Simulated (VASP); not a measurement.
Set up this calculation in VASP 6.6.1, as the native input.

```yaml
Task: single point
Functional: PBEsol
Potentials_or_basis: VASP PAW PBE potentials, release 64 (Ca_sv, O)
Cutoff: 520 eV
k_mesh: 10 × 10 × 10
Occupations: fermi-dirac, width 0.05 eV
Spin: no spin polarisation
Dipole_correction: no
Further_INCAR_settings: ALGO = Normal; EDIFF = 1e-06; NBANDS = 15
```

The structure of CaO lies in POSCAR:

```
CaO
1.0
    0.0000000000      2.3258463187      2.3258463187
    2.3258463187      0.0000000000      2.3258463187
    2.3258463187      2.3258463187      0.0000000000
Ca O
1 1
Direct
    0.0000000000      0.0000000000      0.0000000000
    0.5000000000      0.5000000000      0.5000000000
```

One way to write it, as run:

INCAR

```
PREC = Accurate
ENCUT = 520
EDIFF = 1E-6
ISMEAR = -1
SIGMA = 0.05
LREAL = F
LASPH = T
NELM = 60
ALGO = Normal
ISIF = 2
LWAVE = F
LCHARG = T
GGA = PS
LELF = T
LVHAR = T
NBANDS = 15
```

KPOINTS

```
regular mesh
0
Gamma
  10 10 10
```

Potentials or basis: VASP PAW PBE potentials, release 64 (Ca_sv, O).

The run is started by

```bash
$ cat potpaw_PBE.64/Ca_sv/POTCAR potpaw_PBE.64/O/POTCAR > POTCAR
$ mpirun -np 1 vasp_std > vasp.out
```

Results of the run:

* Pressure: 10.8 GPa
* Band gap on the k mesh: 3.46 eV, indirect (least direct gap 3.81 eV)

Caveat: the PAW data sets were made with another functional, which shifts forces and pressure a little.

It took 13 s on 1 thread of AMD EPYC 9R14 (Zen 4) (shared host), peak memory 0.12 GiB.
